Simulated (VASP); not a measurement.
Write the native input for VASP 6.6.1 that does the following.

* Task: single point
* Functional: PBE
* Potentials or basis: VASP PAW PBE potentials, release 64 (Gd, N)
* Cutoff: 520 eV
* k mesh: 10 × 10 × 8
* Occupations: gaussian, width 0.05 eV
* Spin: collinear spin, ferromagnetic start
* Starting moments: [7.0, 7.0, 0.0, 0.0] μB
* Dipole correction: no
* Further INCAR settings: ALGO = Normal; EDIFF = 1e-06; NBANDS = 35

The structure of GdN lies in POSCAR:

```
GdN
1.0
    3.4370865006      0.0000000000      0.0000000000
   -1.7185432503      2.9766042245      0.0000000000
    0.0000000000      0.0000000000      5.9650669071
Gd N
2 2
Direct
    0.3333333333      0.6666666667      0.2500000000
    0.6666666667      0.3333333333      0.7500000000
    0.0000000000      0.0000000000      0.0000000000
    0.0000000000      0.0000000000      0.5000000000
```

The input as run:

INCAR

```
SYSTEM = GdN
PREC = Accurate ; ENCUT = 520
EDIFF = 1E-6 ; ISMEAR = 0
SIGMA = 0.05 ; LREAL = .FALSE.
LASPH = .TRUE. ; NELM = 150
ALGO = Normal ; ISIF = 2
LWAVE = .FALSE. ; LCHARG = .FALSE.
ISPIN = 2 ; MAGMOM = 7 7 0 0
LORBIT = 11 ; LMAXMIX = 6
GGA = PE ; NBANDS = 35
```

KPOINTS

```
Automatic mesh
0
G
  10 10 8
  0 0 0
```

Potentials or basis: VASP PAW PBE potentials, release 64 (Gd, N).

The run is started by

```console
$ cat potpaw_PBE.64/Gd/POTCAR potpaw_PBE.64/N/POTCAR > POTCAR
$ mpirun -np 1 vasp_std > vasp.out
```

Results of the run:

The pressure is 0.1 GPa. The band gap on the k mesh is zero (filled and empty bands overlap), the net moment is 14.00 μB per cell and the site moments are Gd +6.79; N -0.07 μB. The valence electrons inside the program's atomic spheres are Gd 15.25; N 3.64.

Caveat: spin-orbit coupling is left out, which moves the levels of the heavy elements; semilocal functionals describe open f shells poorly, which spoils levels, moments and volumes.

Wall time 29 min on 1 thread of AMD EPYC 9R45 96-Core Processor (Zen 5), with other jobs on the host, peak memory 0.36 GiB.
